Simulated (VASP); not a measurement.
A run of VASP 6.6.1:

INCAR

```
ALGO = Normal
EDIFF = 1E-7
EDIFFG = -0.04
ENCUT = 600
GGA = PE
IBRION = 2
ISIF = 3
ISMEAR = 0
LASPH = T
LCHARG = F
LREAL = F
LWAVE = F
NELM = 80
NSW = 90
PREC = Accurate
SIGMA = 0.1
```

KPOINTS

```
k-points
0
Gamma
  6 6 6
```

Contents of POSCAR:

```
Al2GaP2
1.0
   -1.7844744200      1.7844744200      6.4335393600
    1.7844744200     -1.7844744200      6.4335393600
    1.7844744200      1.7844744200     -6.4335393600
Al Ga P
2 1 2
Direct
    0.7500000000      0.2500000000      0.5000000000
    0.2500000000      0.7500000000      0.5000000000
    0.0000000000      0.0000000000      0.0000000000
    0.6479895700      0.6479895700      0.0000000000
    0.3520104300      0.3520104300      0.0000000000
```

Potentials or basis: VASP PAW PBE potentials, release 64 (Al, Ga_d, P).

The run is started by

```sh
$ cat potpaw_PBE.64/Al/POTCAR potpaw_PBE.64/Ga_d/POTCAR potpaw_PBE.64/P/POTCAR > POTCAR
$ mpirun -np 1 vasp_std > vasp.out
```

Hardware: 1 thread of Intel Xeon 8259CL (shared host).

How long does it take, and how much memory?

It took 61 min on 1 thread of Intel Xeon 8259CL, with other jobs on the host, peak memory 0.49 GiB. Counts: scf iterations 106, k points 30, ion steps 12.
